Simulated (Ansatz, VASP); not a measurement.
# BN in VASP and in Ansatz

```
B N
1.0
     0.00000    1.81204    1.81204
     1.81204    0.00000    1.81204
     1.81204    1.81204    0.00000
B N
1 1
Direct
  0.00000 0.00000 0.00000
  0.25000 0.25000 0.25000
```

Alike in both runs: functional PBE; k mesh 12 × 12 × 12; occupations gaussian, width 0.02 eV; no spin polarisation.

Ansatz relaxed the structure, and its values are those at the end. VASP's run is a single point on that final structure, the one shown.

|  | VASP | Ansatz |
| --- | --- | --- |
| version | VASP 6.6.1 | Ansatz 0.2.0 |
| potentials or method | VASP PAW PBE potentials, release 64 (B, N), cutoff 600 eV | scalar-relativistic, plane waves, PAW |
| valence electrons in the cell | 8 | 8 |

```tsv
	VASP	Ansatz	Ansatz less VASP
gap on the k mesh at the Fermi level (eV)	4.45	4.46	+0.007
least direct gap on the mesh (eV)	8.78	8.79	+0.005
pressure (GPa)	0.2	0.0	-0.16
```
